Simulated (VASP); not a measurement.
# WS2 in VASP: notebook

The runs below take WS2 through single point, with PBE, PBEsol+D3(BJ).

Everything below comes from runs of VASP 6.6.1. Logs are shortened: lines on timing, memory, paths and dates and some standing lists are left out, and cuts for length are marked.

## Step 1: The cell of the first run

The cell holds a slab with vacuum, 3 atoms: a = 3.184 Å, b = 3.184 Å, c = 16.951 Å, α = 90.00°, β = 90.00°, γ = 120.00°.

## Step 2: Single point, PBE

The input, INCAR:

```
SYSTEM = WS2
PREC = Accurate
ENCUT = 520
EDIFF = 1E-6
ISMEAR = 0
SIGMA = 0.025
LREAL = .False.
LASPH = .True.
NELM = 60
ALGO = Normal
ISIF = 2
LWAVE = .False.
LCHARG = .True.
GGA = PE
LELF = .True.
LVHAR = .True.
NBANDS = 20
```

The input, KPOINTS:

```
regular mesh
0
Gamma
  10 10 2
  0 0 0
```

The input, POSCAR:

```
WS2
1.0
    3.1835163552      0.0000000000      0.0000000000
   -1.5917581776      2.7570060369      0.0000000000
    0.0000000000      0.0000000000     16.9505778900
W S
1 2
Direct
    0.0000000000      0.0000000000      0.0000000000
    0.3333333333      0.6666666667      0.0920005100
    0.3333333333      0.6666666667      0.9079994900
```

Potentials or basis: VASP PAW PBE potentials, release 64 (W_sv, S).

The run is started by

```
$ cat potpaw_PBE.64/W_sv/POTCAR potpaw_PBE.64/S/POTCAR > POTCAR
$ mpirun -np 1 vasp_std > vasp.out
```

OUTCAR:

```text
SYSTEM = WS2
   PREC = Accurate
   ENCUT = 520
   EDIFF = 1E-6
   ISMEAR = 0
   LREAL = .False.
   LASPH = .True.
   NELM = 60
   ISIF = 2
   GGA = PE

 ion  position               nearest neighbor table
   1  0.000  0.000  0.000-   2 2.41   3 2.41   2 2.41   3 2.41   2 2.41   3 2.41
   2  0.333  0.667  0.092-   1 2.41   1 2.41   1 2.41
   3  0.333  0.667  0.908-   1 2.41   1 2.41   1 2.41

  LATTYP: Found a hexagonal cell.
 ALAT       =     3.1835163552
 C/A-ratio  =     5.3244827413

  Lattice vectors:

 A1 = (   3.1835163552,   0.0000000000,   0.0000000000)
 A2 = (  -1.5917581776,   2.7570060369,   0.0000000000)
 A3 = (   0.0000000000,   0.0000000000,  16.9505778900)

Analysis of symmetry for initial positions (statically):
=====================================================================
 Subroutine PRICEL returns:
 Original cell was already a primitive cell.

 Routine SETGRP: Setting up the symmetry group for a
 hexagonal supercell.

 Subroutine GETGRP returns: Found 12 space group operations
 (whereof 12 operations were pure point group operations)
 out of a pool of 24 trial point group operations.

The static configuration has the point symmetry D_3h.

Analysis of symmetry for dynamics (positions and initial velocities):
=====================================================================
 Subroutine PRICEL returns:
 Original cell was already a primitive cell.

 Routine SETGRP: Setting up the symmetry group for a
 hexagonal supercell.

 Subroutine GETGRP returns: Found 12 space group operations
 (whereof 12 operations were pure point group operations)
 out of a pool of 24 trial point group operations.

The dynamic configuration has the point symmetry D_3h.

 Subroutine INISYM returns: Found 12 space group operations
 (whereof 12 operations are pure point group operations),
 and found     1 'primitive' translations

----------------------------------------------------------------------------------------

                                     Primitive cell

  volume of cell :     148.7748

  direct lattice vectors                    reciprocal lattice vectors
     3.183516355  0.000000000  0.000000000     0.314118066  0.181356150  0.000000000
    -1.591758178  2.757006037  0.000000000     0.000000000  0.362712300  0.000000000
[... 77 lines left out ...]
 SYSTEM =  WS2
   PREC   = accura    normal or accurate (medium, high low for compatibility)
   ISTART =      0    job   : 0-new  1-cont  2-samecut
   ICHARG =      2    charge: 1-file 2-atom 10-const
   ISPIN  =      1    spin polarized calculation?
   LNONCOLLINEAR =      F non collinear calculations
   LSORBIT =      F    spin-orbit coupling
   LASPH  =      T    aspherical Exc in radial PAW
   ENCUT  =  520.0 eV  38.22 Ry    6.18 a.u.   5.92  5.92 31.52*2*pi/ulx,y,z
   NELM   =     60;   NELMIN=  2; NELMDL= -5     # of ELM steps
   EDIFF  = 0.1E-05   stopping-criterion for ELM
   LREAL  =      F    real-space projection
   EDIFFG = 0.1E-04   stopping-criterion for IOM
   NSW    =      0    number of steps for IOM
   IBRION =     -1    ionic relax: 0-MD 1-quasi-New 2-CG
   NFREE  =      0    steps in history (QN), initial steepest desc. (CG)
   ISIF   =      2    stress and relaxation
   ISYM   =      2    0-nonsym 1-usesym 2-fastsym
   POTIM  = 0.5000    time-step for ionic-motion
   TEBEG  =    0.0;   TEEND  =   0.0 temperature during run
   PSTRESS=    0.0 pullay stress
   NELECT =      26.0000    total number of electrons
   NUPDOWN=      -1.0000    fix difference up-down
   EMIN   =  10.00;   EMAX   =-10.00  energy-range for DOS
   EFERMI =   0.00;   METHOD = LEGACY
   ISMEAR =     0;   SIGMA  =   0.03  broadening in eV -4-tet -1-fermi 0-gaus
   EFERMI_NEDOS =   21; number of points for ismear=-14 and -15
   IALGO  =     38    algorithm
   IMIX   =      4    mixing-type and parameters
     AMIX     =   0.40;   BMIX     =  1.00
     AMIX_MAG =   1.60;   BMIX_MAG =  1.00
  volume/ion in A,a.u.               =      49.59       334.66
  Fermi-wavevector in a.u.,A,eV,Ry     =   0.915285  1.729637 11.398226  0.837746
  Thomas-Fermi vector in A             =   2.040009
   LORBIT       =      0    0 simple, 1 ext, 2 COOP (PROOUT), +10 PAW based schemes
   GGA     = PE    functional components
   LHFCALC =     F    Hartree Fock is set to
   AEXX    =    0.0000 exact exchange contribution
   IVDW    =     0    specifies the selected vdW correction
   LEPSILON=     F    determine dielectric tensor
   LRPA    =     F    only Hartree local field effects (RPA)
 non-spin polarized calculation
 Gauss-broadening in eV      SIGMA  =   0.03
  energy-cutoff  :      520.00
  volume of cell :      148.77
 maximum number of plane-waves:      4035
 NGX is ok and might be reduce to    24
   NGX = 11   NGY = 11   NGZ = 63

 number of electron      25.9999999 magnetization

 Free energy of the ion-electron system (eV)
  ---------------------------------------------------
  ext. energy  EPLUGINS =         0.00000000
  ---------------------------------------------------
  free energy    TOTEN  =       -23.67124181 eV

  energy without entropy =      -23.67124181  energy(sigma->0) =      -23.67124181

 E-fermi :  -1.1079     XC(G=0):  -4.5416

 val. band max:       -1.2192624724   @ k =   0.0000   0.0000   0.5000
 cond. band min:       0.7843673726   @ k =   0.3000   0.3000   0.0000
 fundamental gap:      2.0036298450
 Fermi energy:        -1.1079058509

 k-point     1 :       0.0000    0.0000    0.0000
  band No.  band energies     occupation
      1     -75.2302      2.00000
      2     -39.4669      2.00000
      3     -39.3221      2.00000
      4     -39.3221      2.00000
      5     -15.9880      2.00000
      6     -14.3224      2.00000
[... 541 lines left out ...]
     19       6.9200      0.00000
     20       7.0221      0.00000

 [... further k-points ...]
[... 5 lines left out ...]
  --------------------------------------------------------------------------------------
  -------------------------------------------------------------------------------------
  Total        0.4024665      0.4024665      0.7915275      0.0000000     -0.0000000      0.0000000
  in kB        4.3342210      4.3342210      8.5240750      0.0000000     -0.0000000      0.0000000
  external PRESSURE =       5.7308390 kB  Pullay stress =       0.0000000 kB

 VOLUME and BASIS-vectors are now :
 -----------------------------------------------------------------------------
  energy-cutoff  :      520.00
  volume of cell :      148.77
      direct lattice vectors                 reciprocal lattice vectors
     3.183516355  0.000000000  0.000000000     0.314118066  0.181356150  0.000000000
    -1.591758178  2.757006037  0.000000000     0.000000000  0.362712300  0.000000000
     0.000000000  0.000000000 16.950577890     0.000000000  0.000000000  0.058995039

 POSITION                                       TOTAL-FORCE (eV/Angst)
 -----------------------------------------------------------------------------------
      0.00000      0.00000      0.00000        -0.000000     -0.000000      0.000000
     -0.00000      1.83800      1.55946         0.000000      0.000000      0.262956
     -0.00000      1.83800     15.39112         0.000000     -0.000000     -0.262956
 -----------------------------------------------------------------------------------
    total drift:                                0.000000     -0.000000     -0.000000

  FREE ENERGIE OF THE ION-ELECTRON SYSTEM (eV)
  ---------------------------------------------------
  free  energy   TOTEN  =       -23.6712418139 eV

  energy  without entropy=      -23.6712418139  energy(sigma->0) =      -23.67124181
```

stdout:

```text
POSCAR found type information on POSCAR W S
 POSCAR found :  2 types and       3 ions
 scaLAPACK will be used
 LDA part: xc-table for (Slater+PW92), standard interpolation
 POSCAR, INCAR and KPOINTS ok, starting setup
 FFT: planning ... GRIDC
 FFT: planning ... GRID_SOFT
 FFT: planning ... GRID
 WAVECAR not read
 entering main loop
```

Run time: 65 s. Hardware: 1 thread of Intel Xeon 6975P-C (Granite Rapids), shared host; peak memory 0.28 GiB.

What came out:

```yaml
Free_energy: -23.6712 eV
Largest_force: 0.263 eV/Å
Band_gap_on_the_k_mesh: 2.00 eV, indirect (least direct gap 2.16 eV)
```

Forces in eV/Å, atoms in the order of the input:
```
W    0.000  0.000  0.000
S    0.000  0.000  0.263
S    0.000  0.000 -0.263
```

Levels at points of the mesh, in eV from the valence-band top:
| k point | band 11 | band 12 | band 13 | band 14 | band 15 | band 16 |
| --- | --- | --- | --- | --- | --- | --- |
| (0.00, 0.00, 0.00) | -1.65 | -1.65 | 0.00 | 2.90 | 2.90 | 3.08 |
| (0.50, 0.00, 0.00) | -2.11 | -1.30 | -0.92 | 2.85 | 3.32 | 4.09 |
| (0.00, 0.00, 0.50) | -1.65 | -1.65 | 0.00 | 2.90 | 2.90 | 3.08 |
| (0.50, 0.00, 0.50) | -2.11 | -1.30 | -0.92 | 2.85 | 3.32 | 4.09 |

Caveat: spin-orbit coupling is left out, which moves the levels of the heavy elements.

## Step 3: Single point, PBEsol+D3(BJ)

This run uses another cell than the first one, of 47.71 Å³/atom, 0.962 times its volume.

The input, INCAR:

```
PREC = Accurate ; ENCUT = 520
EDIFF = 1E-6 ; ISMEAR = -1
SIGMA = 0.05 ; LREAL = False
LASPH = True ; NELM = 100
ALGO = Normal ; ISIF = 2
LWAVE = False ; LCHARG = False
GGA = PS ; IVDW = 12
NBANDS = 20
```

The input, KPOINTS:

```
Automatic mesh
0
Gamma
  10 10 2
```

The input, POSCAR:

```
WS2
1.0
    3.1237280005      0.0000000000      0.0000000000
   -1.5618640003      2.7052278029      0.0000000000
    0.0000000000      0.0000000000     16.9363664006
W S
1 2
Direct
    0.0000000000      0.0000000000      0.0000000000
    0.3333333333      0.6666666667      0.0928529839
    0.3333333333      0.6666666667      0.9071470161
```

Potentials or basis: VASP PAW PBE potentials, release 64 (W_sv, S).

The run is started by

```
$ cat potpaw_PBE.64/W_sv/POTCAR potpaw_PBE.64/S/POTCAR > POTCAR
$ mpirun -np 1 vasp_std > vasp.out
```

Wall time 3 min (1 thread of AMD EPYC 7R13, shared host); peak memory 0.28 GiB.

The run converged. Its results:

| Quantity | Value |
| --- | --- |
| Free energy | -26.0029 eV |
| Largest force | 0.019 eV/Å |
| Band gap on the k mesh | 2.24 eV, indirect (least direct gap 2.39 eV) |
| Dispersion energy per atom | -0.253 eV |

Forces in eV/Å, atoms in the order of the input:
```
W    0.000  0.000  0.000
S    0.000  0.000  0.019
S    0.000  0.000 -0.019
```

Levels at points of the mesh, in eV from the valence-band top:
| k point | band 9 | band 10 | band 11 | band 12 | band 13 | band 14 | band 15 | band 16 | band 17 | band 18 |
| --- | --- | --- | --- | --- | --- | --- | --- | --- | --- | --- |
| (0.00, 0.00, 0.00) | -2.66 | -2.12 | -1.36 | -1.36 | -0.07 | 3.20 | 3.20 | 3.36 | 3.36 | 5.26 |
| (0.50, 0.00, 0.00) | -4.42 | -3.28 | -2.10 | -0.98 | -0.83 | 3.27 | 3.64 | 4.25 | 5.06 | 5.41 |
| (0.00, 0.00, 0.50) | -2.66 | -2.12 | -1.36 | -1.36 | -0.07 | 3.20 | 3.20 | 3.36 | 3.36 | 5.36 |
| (0.50, 0.00, 0.50) | -4.42 | -3.28 | -2.10 | -0.98 | -0.83 | 3.27 | 3.64 | 4.25 | 5.06 | 5.41 |

Caveat: the PAW data sets were made with another functional, which shifts forces and pressure a little; spin-orbit coupling is left out, which moves the levels of the heavy elements.

## Step 4: Single point, PBE

The input, INCAR:

```
SYSTEM = WS2
PREC = Accurate
ENCUT = 520
EDIFF = 1E-7
ISMEAR = 0
SIGMA = 0.015
LREAL = .False.
LASPH = .True.
NELM = 80
ALGO = Normal
ISIF = 2
LWAVE = .False.
LCHARG = .False.
GGA = PE
NBANDS = 20
```

The input, KPOINTS:

```
Automatic mesh
0
Gamma
  10 10 2
  0 0 0
```

The input, POSCAR:

```
WS2
1.0
    3.1835163552      0.0000000000      0.0000000000
   -1.5917581776      2.7570060369      0.0000000000
    0.0000000000      0.0000000000     16.9505778900
W S
1 2
Direct
    0.0000000000      0.0000000000      0.0000000000
    0.3333333333      0.6666666667      0.0920005100
    0.3333333333      0.6666666667      0.9079994900
```

The run is started by

```
$ cat potpaw_PBE.64/W_sv/POTCAR potpaw_PBE.64/S/POTCAR > POTCAR
$ mpirun -np 1 vasp_std > vasp.out
```

Wall time 3.1 min (1 thread of AMD EPYC 7R13, shared host); peak memory 0.28 GiB.

Results (log left out):

```
Free energy            : -23.6712 eV
Largest force          : 0.263 eV/Å
Band gap on the k mesh : 2.00 eV, indirect (least direct gap 2.16 eV)
```

Forces on the atoms (eV/Å):
```
W    0.000  0.000  0.000
S    0.000  0.000  0.263
S    0.000  0.000 -0.263
```

Levels at points of the mesh, in eV from the valence-band top:
| k point | band 10 | band 11 | band 12 | band 13 | band 14 | band 15 | band 16 | band 17 |
| --- | --- | --- | --- | --- | --- | --- | --- | --- |
| (0.00, 0.00, 0.00) | -2.08 | -1.65 | -1.65 | 0.00 | 2.90 | 2.90 | 3.08 | 3.08 |
| (0.50, 0.00, 0.00) | -3.44 | -2.11 | -1.30 | -0.92 | 2.85 | 3.32 | 4.09 | 4.78 |
| (0.00, 0.00, 0.50) | -2.08 | -1.65 | -1.65 | 0.00 | 2.90 | 2.90 | 3.08 | 3.08 |
| (0.50, 0.00, 0.50) | -3.44 | -2.11 | -1.30 | -0.92 | 2.85 | 3.32 | 4.09 | 4.78 |

Caveat: spin-orbit coupling is left out, which moves the levels of the heavy elements.

## Step 5: Single point, PBE, non-collinear spin, zero start, spin-orbit coupling

The input, INCAR:

```
  PREC = Accurate
  ENCUT = 520
  EDIFF = 1E-7
  ISMEAR = -1
  SIGMA = 0.05
  LREAL = False
  LASPH = True
  NELM = 150
  ALGO = Normal
  ISIF = 2
  LWAVE = False
  LCHARG = False
  LNONCOLLINEAR = True
  MAGMOM = 0 0 0 0 0 0 0 0 0
  LORBIT = 11
  LSORBIT = True
  GGA_COMPAT = False
  LORBMOM = True
  LMAXMIX = 4
  GGA = PE
  NBANDS = 39
```

The input, KPOINTS:

```
Automatic mesh
0
Gamma
  7 7 2
```

POSCAR is that of step 4.

Potentials or basis: VASP PAW PBE potentials, release 64 (W_sv, S).

The run is started by

```
$ cat potpaw_PBE.64/W_sv/POTCAR potpaw_PBE.64/S/POTCAR > POTCAR
$ mpirun -np 1 vasp_ncl > vasp.out
```

OUTCAR:

```text
PREC = Accurate
   ENCUT = 520
   EDIFF = 1E-7
   ISMEAR = -1
   LREAL = False
   LASPH = True
   NELM = 150
   ISIF = 2
   LNONCOLLINEAR = True
   LORBIT = 11
   LSORBIT = True
   GGA = PE

 ion  position               nearest neighbor table
   1  0.000  0.000  0.000-   2 2.41   3 2.41   2 2.41   3 2.41   2 2.41   3 2.41
   2  0.333  0.667  0.092-   1 2.41   1 2.41   1 2.41
   3  0.333  0.667  0.908-   1 2.41   1 2.41   1 2.41

  LATTYP: Found a hexagonal cell.
 ALAT       =     3.1835163552
 C/A-ratio  =     5.3244827413

  Lattice vectors:

 A1 = (   3.1835163552,   0.0000000000,   0.0000000000)
 A2 = (  -1.5917581776,   2.7570060369,   0.0000000000)
 A3 = (   0.0000000000,   0.0000000000,  16.9505778900)

Analysis of symmetry for initial positions (statically):
=====================================================================
 Subroutine PRICEL returns:
 Original cell was already a primitive cell.

 Routine SETGRP: Setting up the symmetry group for a
 hexagonal supercell.

 Subroutine GETGRP returns: Found 12 space group operations
[... 1250 lines left out ...]
    -0.0051395    -0.0043844    -0.0168231     0.0000000    -0.0051395
    -0.0227721    -0.0051395     0.0000000    -0.0051395     0.0000000
 l=   3
     0.0000000     0.0000000     0.0000000     0.0000000     0.0000000     0.0000000     0.0000000
     0.0000000     0.0000000     0.0000000     0.0000000     0.0000000     0.0000000     0.0000000
     0.0000000     0.0000000     0.0000000     0.0000000     0.0000000     0.0000000     0.0000000
     0.0000000     0.0000000     0.0000000     0.0000000     0.0000000     0.0000000     0.0000000
[... 29 lines left out ...]
 l=   2
     0.0000000     0.0000000     0.0000000     0.0000000     0.0000000
     0.0000000     0.0000000     0.0000000     0.0000000     0.0000000
     0.0000000     0.0000000     0.0000000     0.0000000     0.0000000
     0.0000000     0.0000000     0.0000000     0.0000000     0.0000000
     0.0000000     0.0000000     0.0000000     0.0000000     0.0000000
 l=   3
     0.0000000     0.0000000     0.0000000     0.0000000     0.0000000     0.0000000     0.0000000
     0.0000000     0.0000000     0.0000000     0.0000000     0.0000000     0.0000000     0.0000000
     0.0000000     0.0000000     0.0000000     0.0000000     0.0000000     0.0000000     0.0000000
     0.0000000     0.0000000     0.0000000     0.0000000     0.0000000     0.0000000     0.0000000
     0.0000000     0.0000000     0.0000000     0.0000000     0.0000000     0.0000000     0.0000000
     0.0000000     0.0000000     0.0000000     0.0000000     0.0000000     0.0000000     0.0000000
     0.0000000     0.0000000     0.0000000     0.0000000     0.0000000     0.0000000     0.0000000

 total charge

# of ion       s       p       d       tot
------------------------------------------
    1        2.320   6.330   3.381  12.031
    2        1.358   2.365   0.000   3.723
    3        1.358   2.365   0.000   3.723
--------------------------------------------------
tot          5.036  11.061   3.381  19.477

 magnetization (x)

# of ion       s       p       d       tot
------------------------------------------
    1        0.000   0.000  -0.000   0.000
    2        0.000   0.000   0.000   0.000
    3       -0.000  -0.000   0.000  -0.000
--------------------------------------------------
tot         -0.000  -0.000  -0.000  -0.000

 magnetization (y)

# of ion       s       p       d       tot
------------------------------------------
    1        0.000   0.000   0.000   0.000
    2        0.000   0.000   0.000   0.000
    3        0.000   0.000   0.000   0.000
--------------------------------------------------
tot          0.000   0.000   0.000   0.000

 magnetization (z)

# of ion       s       p       d       tot
------------------------------------------
    1        0.000   0.000  -0.000   0.000
    2       -0.000   0.000   0.000   0.000
    3       -0.000   0.000   0.000   0.000
--------------------------------------------------
tot         -0.000   0.000  -0.000   0.000
```

Wall time 5.9 min (1 thread of Intel Xeon Platinum 8259CL at 2.50GHz (Skylake/Cascade Lake), shared host); peak memory 0.65 GiB.

Results:

* Free energy: -24.4296 eV
* Largest force: 0.285 eV/Å
* Net moment: 0.00 μB per cell
* Valence electrons inside the program's atomic spheres: W 12.03; S 3.72

Forces in eV/Å, atoms in the order of the input:
```
W    0.000  0.000  0.000
S    0.000  0.000  0.285
S    0.000  0.000 -0.285
```

Moments on the atoms (μB; x, y, z):
```
W   0.00 0.00 0.00
S   0.00 0.00 0.00
S   0.00 0.00 0.00
```

## Step 6: The runs side by side

```tsv
level	spin	cell	k mesh	smearing	gap on the mesh (eV)	largest force (eV/Å)
PBE	off	a = 3.184, b = 3.184, c = 16.951 Å, angles 90.0, 90.0, 120.0°, 3 atoms	10 × 10 × 2	gaussian 0.025 eV	2.00	0.26
PBEsol+D3(BJ)	off	a = 3.124, b = 3.124, c = 16.936 Å, angles 90.0, 90.0, 120.0°, 3 atoms	10 × 10 × 2	fermi-dirac 0.05 eV	2.24	0.02
PBE	off	a = 3.184, b = 3.184, c = 16.951 Å, angles 90.0, 90.0, 120.0°, 3 atoms	10 × 10 × 2	gaussian 0.015 eV	2.00	0.26
PBE	non-collinear, zero start, SOC	a = 3.184, b = 3.184, c = 16.951 Å, angles 90.0, 90.0, 120.0°, 3 atoms	7 × 7 × 2	fermi-dirac 0.05 eV	-	0.28
```

Alike in all rows: task single point; potentials or basis VASP PAW PBE potentials, release 64 (W_sv, S); cutoff (eV) 520.

Caveats: spin-orbit coupling is left out, which moves the levels of the heavy elements (some runs); the PAW data sets were made with another functional, which shifts forces and pressure a little (some runs).

Total energies depend on the potentials used, so only differences within one code and one set of settings carry meaning.
